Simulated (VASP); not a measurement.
Runs of VASP 6.6.1 on MoS2. The structure is that of space group P6_3/mmc (No. 194), or close to it. The cells are those of the table. 

```csv
cell,smearing,gap on the mesh (eV),pressure (GPa),largest force (eV/Å)
"a = 3.003, b = 3.003, c = 14.415 Å, angles 90.0, 90.0, 120.0°, 6 atoms",methfessel-paxton 0.11 eV,(a),(b),2.75
"a = 3.375, b = 3.375, c = 11.675 Å, angles 90.0, 90.0, 120.0°, 6 atoms",methfessel-paxton 0.2 eV,none,(c),0.63
"a = 3.086, b = 3.086, c = 14.281 Å, angles 90.0, 90.0, 120.0°, 6 atoms",methfessel-paxton 0.123 eV,0.85,-12.1,2.87
"a = 3.359, b = 3.359, c = 12.050 Å, angles 90.0, 90.0, 120.0°, 6 atoms",methfessel-paxton 0.2 eV,none,-10.4,0.08
"a = 3.066, b = 3.066, c = 13.195 Å, angles 90.0, 90.0, 120.0°, 6 atoms",methfessel-paxton 0.173 eV,1.19,-0.6,0.91
```

Alike in all rows: task single point; level PBEsol; potentials or basis VASP PAW PBE potentials, release 64 (Mo_sv, S); no spin polarisation; k mesh 12 × 12 × 4; cutoff (eV) 520.

Task: Estimate the missing entries.

Result: (a) 0.76; (b) -7.1; (c) -7.6.

Caveats: the PAW data sets were made with another functional, which shifts forces and pressure a little; this functional lacks dispersion, which binds layers or chains, so the pressure and a relaxed spacing across them are unreliable; the stress differs along the axes, from -29 to 4 GPa (at least some runs); the stress differs along the axes, from -14 to 6 GPa (at least some runs); the stress differs along the axes, from -28 to -4 GPa (at least some runs); the stress differs along the axes, from -15 to -0 GPa (at least some runs); the stress differs along the axes, from -9 to 4 GPa (at least some runs).

A k mesh can miss the band edges, and the runs leave out spin-orbit coupling on Mo.

A gap of «none» marks levels without a gap at the run's occupations.
